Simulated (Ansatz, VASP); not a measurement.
MnO: VASP beside Ansatz

```
Mn O
1.0
     0.00000    2.21971    2.21971
     2.21971    0.00000    2.21971
     2.21971    2.21971    0.00000
Mn O
1 1
Direct
  0.00000 0.00000 0.00000
  0.50676 0.50676 0.49324
```

Alike in both runs: task electric field gradients; functional PBE; k mesh 13 × 13 × 13; occupations fermi-dirac, width 0.05 eV; collinear spin.

|  | VASP | Ansatz |
| --- | --- | --- |
| version | VASP 6.6.1 | Ansatz 0.2.0 |
| potentials or method | VASP PAW PBE potentials, release 64 (Mn_pv, O) | PAW with Ansatz's default frozen-core files, scalar-relativistic |
| plane-wave cutoff (eV) | 520 | 420 |
| valence electrons in the cell | 19 | 21 |

Ansatz gave:

```
pressure (GPa)                                                : 0.1
traceless stress, the component that is largest in VASP (GPa) : 0.11
rms of the force components (eV/Å)                            : 0.064
net moment per atom (μB)                                      : 2.37
size of the moment on the site where the two differ most (μB) : 4.00
```

Q: What did VASP give for the same quantities?

A: Pressure (GPa): 0.3; traceless stress, the component that is largest in VASP (GPa): 0.11; rms of the force components (eV/Å): 0.067; net moment per atom (μB): 2.37; size of the moment on the site where the two differ most (μB): 4.31.

Site moments also hang on the region over which each program counts them. Atom by atom the forces differ by 0.003 eV/Å (rms over components). VASP's potentials hold 19 valence electrons a cell and Ansatz's 21, so a difference there can come from the potentials and not from the codes.
